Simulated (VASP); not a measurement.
Wanted: the native input for a VASP 6.6.1 run.

- Task: electric field gradients
- Functional: PBE
- Potentials or basis: VASP PAW PBE potentials, release 64 (Cd, S)
- Cutoff: 520 eV
- k mesh: 7 × 7 × 4
- Occupations: fermi-dirac, width 0.01 eV
- Spin: no spin polarisation
- Dipole correction: no
- Further INCAR settings: ALGO = Normal; EDIFF = 1e-08; NBANDS = 26

The structure of CdS lies in POSCAR:

```
CdS
1.0
    4.1347992034      0.0000000000      0.0000000000
   -2.0673996017      3.5808411497      0.0000000000
    0.0000000000      0.0000000000      6.8839800000
Cd S
2 2
Direct
    0.3333333333      0.6666666667      0.0000000000
    0.6666666667      0.3333333333      0.5000000000
    0.3333333333      0.6666666667      0.3850000000
    0.6666666667      0.3333333333      0.8850000000
```

This cell differs from its parent crystal: zz strain of +2 %.

The input as run:

INCAR

```
SYSTEM = CdS
ALGO     = Normal         ! electronic algorithm
EDIFF    = 1E-8           ! SCF threshold, eV
ENCUT    = 520            ! plane-wave cutoff, eV
GGA      = PE             ! functional
ISIF     = 2              ! what is computed and relaxed
ISMEAR   = -1             ! smearing method
LASPH    = .True.         ! aspherical terms in the spheres
LCHARG   = .False.        ! write CHGCAR
LEFG     = .True.       
LREAL    = .False.        ! projectors in reciprocal space
LWAVE    = .False.        ! write WAVECAR
NBANDS   = 26             ! bands
NELM     = 80             ! most SCF steps
PREC     = Accurate       ! precision mode
SIGMA    = 0.01           ! smearing width, eV
```

KPOINTS

```
k-points
0
Gamma
  7 7 4
  0 0 0
```

Potentials or basis: VASP PAW PBE potentials, release 64 (Cd, S).

Run with:

```sh
$ cat potpaw_PBE.64/Cd/POTCAR potpaw_PBE.64/S/POTCAR > POTCAR
$ mpirun -np 1 vasp_std > vasp.out
```

It gave:

```yaml
Pressure: 1.8 GPa
Largest_force: 0.354 eV/Å
Band_gap_on_the_k_mesh: 1.17 eV
Largest_electric_field_gradient_by_atom: Cd +49.0; S -4.9 V/Å²
```

Caveat: the cell differs from its parent crystal (zz strain of +2 %); without QUAD_EFG the Cq values of the log hold for a quadrupole moment of 1 mb, not for the nuclei.

It took 88 s on 1 thread of Intel Xeon 8259CL (shared host), peak memory 0.24 GiB.
